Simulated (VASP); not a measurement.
Mg2Ir, 3 atoms in the cell. The structure is trigonal, space group R-3m (No. 166). Conventional cell: a = 3.423 Å, b = 3.423 Å, c = 15.509 Å, α = 90.00°, β = 90.00°, γ = 120.00°. Mg (site symmetry 3m) has 3 Ir at 2.36 Å within 3.1 Å. Within 3.1 Å of Ir (site symmetry -3m) lie 6 Mg at 2.36 Å. 

- Program: VASP 6.6.1
- Task: relaxation of cell and atoms
- Functional: PBE
- Potentials or basis: VASP PAW PBE potentials, release 64 (Mg, Ir)
- Cutoff: 600 eV
- k mesh: 6 × 6 × 6
- Occupations: gaussian, width 0.1 eV
- Spin: no spin polarisation
- Dipole correction: no
- Further INCAR settings: ALGO = Normal; EDIFF = 1e-06; IBRION = 2; EDIFFG = -0.04; NSW = 90; ISIF = 3

Potentials or basis: VASP PAW PBE potentials, release 64 (Mg, Ir).

Launch:

```sh
$ cat potpaw_PBE.64/Mg/POTCAR potpaw_PBE.64/Ir/POTCAR > POTCAR
$ mpirun -np 1 vasp_std > vasp.out
```

Hardware: 1 thread of Intel Xeon 8259CL (shared host).

**Question.** How long does it take, and how much memory?

**Answer.** Run time: 20 min on 1 thread of Intel Xeon 8259CL (shared host), peak memory 0.39 GiB. Counts: scf iterations 201, k points 32, ion steps 24.
